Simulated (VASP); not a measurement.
# LaB6 (Pm-3m) in VASP: notebook, part 2 of 2

VASP 6.6.1. Earlier steps stand in the parts before.

## 3. Relaxation of the atoms, BLYP+D3(BJ) (volume scaled by 1.04)

Input file INCAR:

```
SYSTEM = LaB6
  PREC = Accurate
  ENCUT = 520
  EDIFF = 1E-6
  ISMEAR = 0
  SIGMA = 0.05
  LREAL = .FALSE.
  LASPH = .TRUE.
  NELM = 80
  ALGO = Normal
  ISIF = 2
  LWAVE = .FALSE.
  LCHARG = .FALSE.
  GGA = B5
  ALDAX = 1.0
  AGGAX = 1.0
  AGGAC = 1.0
  ALDAC = 0.0
  IVDW = 12
  VDW_S6 = 1.0
  VDW_S8 = 2.6996
  VDW_A1 = 0.4298
  VDW_A2 = 4.2359
  IBRION = 2
  NSW = 60
  EDIFFG = -0.01
```

Input file KPOINTS:

```
regular mesh
0
G
  6 6 6
  0 0 0
```

Input file POSCAR:

```
LaB6
1.0
    4.1704801874      0.0000000000      0.0000000000
    0.0000000000      4.1704801874      0.0000000000
    0.0000000000      0.0000000000      4.1704801874
La B
1 6
Direct
    0.0000000000      0.0000000000      0.0000000000
    0.1995793780      0.5000000000      0.5000000000
    0.8004206220      0.5000000000      0.5000000000
    0.5000000000      0.5000000000      0.1995793780
    0.5000000000      0.5000000000      0.8004206220
    0.5000000000      0.1995793780      0.5000000000
    0.5000000000      0.8004206220      0.5000000000
```

Potentials or basis: VASP PAW PBE potentials, release 64 (La, B).

Started as:

```
cat potpaw_PBE.64/La/POTCAR potpaw_PBE.64/B/POTCAR > POTCAR
mpirun -np 1 vasp_std > vasp.out
```

OUTCAR:

```text
SYSTEM = LaB6
   PREC = Accurate
   ENCUT = 520
   EDIFF = 1E-6
   ISMEAR = 0
   LREAL = .FALSE.
   LASPH = .TRUE.
   NELM = 80
   ISIF = 2
   GGA = B5
   IVDW = 12
   IBRION = 2
   NSW = 60
   EDIFFG = -0.01
 IVDW          = 12

 ion  position               nearest neighbor table
   1  0.000  0.000  0.000-
   2  0.200  0.500  0.500-   3 1.66   4 1.77   5 1.77   6 1.77   7 1.77
   3  0.800  0.500  0.500-   2 1.66   4 1.77   5 1.77   6 1.77   7 1.77
   4  0.500  0.500  0.200-   5 1.66   3 1.77   2 1.77   6 1.77   7 1.77
   5  0.500  0.500  0.800-   4 1.66   3 1.77   2 1.77   6 1.77   7 1.77
   6  0.500  0.200  0.500-   7 1.66   3 1.77   4 1.77   5 1.77   2 1.77
   7  0.500  0.800  0.500-   6 1.66   3 1.77   4 1.77   5 1.77   2 1.77

  LATTYP: Found a simple cubic cell.
 ALAT       =     4.1704801874

  Lattice vectors:

 A1 = (   4.1704801874,   0.0000000000,   0.0000000000)
[... 180 lines left out ...]
  ext. energy  EPLUGINS =         0.00000000
  ---------------------------------------------------
  free energy    TOTEN  =       -44.21889414 eV

  energy without entropy =      -44.21669661  energy(sigma->0) =      -44.21779537

------------------------ aborting loop because EDIFF is reached ----------------------------------------

 Edisp (eV)   -4.01968

 E8    (eV) :    -2.9053
[... 81 lines left out ...]
--------------------------------------- Ionic step        3  -------------------------------------------

 number of electron      29.0000002 magnetization

 Free energy of the ion-electron system (eV)
  ---------------------------------------------------
  ext. energy  EPLUGINS =         0.00000000
  ---------------------------------------------------
  free energy    TOTEN  =       -44.21907550 eV

  energy without entropy =      -44.21683571  energy(sigma->0) =      -44.21795561

 E-fermi :   9.0355     XC(G=0): -10.5540

 val. band max:        9.0232501821   @ k =   0.5000   0.3333   0.0000
 cond. band min:       9.0781508911   @ k =   0.1667   0.1667   0.0000
 fundamental gap:      0.0549007089
 Fermi energy:         9.0355280375

 k-point     1 :       0.0000    0.0000    0.0000
  band No.  band energies     occupation
      1     -24.2539      2.00000
      2      -7.9478      2.00000
      3      -7.9478      2.00000
      4      -7.9478      2.00000
      5      -6.3628      2.00000
      6       1.1909      2.00000
[... 447 lines left out ...]
  FREE ENERGIE OF THE ION-ELECTRON SYSTEM (eV)
  ---------------------------------------------------
  free  energy   TOTEN  =       -48.2387585602 eV

  energy  without entropy=      -48.2365187630  energy(sigma->0) =      -48.23763866

 reached required accuracy - stopping structural energy minimisation
```

OSZICAR:

```text
N       E                     dE             d eps       ncg     rms          rms(c)
DAV:   1     0.244664089105E+03    0.24466E+03   -0.11295E+04   720   0.203E+03
DAV:   2    -0.801551297671E+01   -0.25268E+03   -0.24187E+03  1000   0.324E+02
DAV:   3    -0.474492746102E+02   -0.39434E+02   -0.34054E+02  1076   0.184E+02
[... 23 lines left out ...]
DAV:   1    -0.442191656187E+02   -0.69091E-03   -0.34393E-02   782   0.112E+00    0.616E-02
DAV:   2    -0.442191282410E+02    0.37378E-04   -0.14716E-03  1192   0.431E-01    0.349E-02
DAV:   3    -0.442190782257E+02    0.50015E-04   -0.45709E-04   794   0.121E-01    0.857E-03
DAV:   4    -0.442190755175E+02    0.27082E-05   -0.77885E-05  1090   0.833E-02    0.602E-03
DAV:   5    -0.442190755037E+02    0.13740E-07   -0.50118E-06  1036   0.156E-02
   3 F= -.48238759E+02 E0= -.48237639E+02  d E =-.184339E-03
```

It took 1.9 min on 1 thread of Intel Xeon Platinum 8259CL at 2.50GHz (Skylake/Cascade Lake), shared host; peak memory 0.2 GiB.

Results:

```
Free energy                : -48.2388 eV
Energy gained by relaxing  : 0.0 meV/atom
Ionic steps                : 3
Pressure after relaxing    : -6.6 GPa
Dispersion energy per atom : -0.574 eV
```

Step by step:
| step | energy change (eV) | largest force (eV/Å) | pressure (GPa) |
| --- | --- | --- | --- |
| 1 | 0.0000 | 0.0599 | -6.69 |
| 2 | 0.0004 | 0.1068 | -6.55 |
| 3 | -0.0002 | 0.0006 | -6.63 |

Final structure:
```xyz
7
Lattice="4.1705 0.0000 0.0000 0.0000 4.1705 0.0000 0.0000 0.0000 4.1705" Properties=species:S:1:pos:R:3 pbc="T T T"
La    0.0000    0.0000    0.0000
B     0.8334    2.0852    2.0852
B     3.3371    2.0852    2.0852
B     2.0852    2.0852    0.8334
B     2.0852    2.0852    3.3371
B     2.0852    0.8334    2.0852
B     2.0852    3.3371    2.0852
```

Levels at points of the mesh, in eV from the Fermi level:
```tsv
k point	band 10	band 11	band 12	band 13	band 14	band 15	band 16	band 17	band 18
(0.00, 0.00, 0.00)	-7.00	-7.00	-1.89	-1.89	-1.89	0.11	0.11	0.11	1.46
(0.50, 0.00, 0.00)	-6.55	-3.47	-3.47	-3.32	-2.36	-1.55	1.17	1.51	1.51
(0.50, 0.50, 0.00)	-6.08	-4.41	-4.41	-3.03	-3.03	0.85	0.85	1.57	1.60
(0.50, 0.50, 0.50)	-4.71	-4.71	-2.55	-2.55	-2.55	1.20	1.41	1.41	1.41
```

Caveat: the PAW data sets were made with another functional, which shifts forces and pressure a little; spin-orbit coupling is left out, which moves the levels of the heavy elements; pairwise dispersion overbinds metals, which lowers pressure and volume.
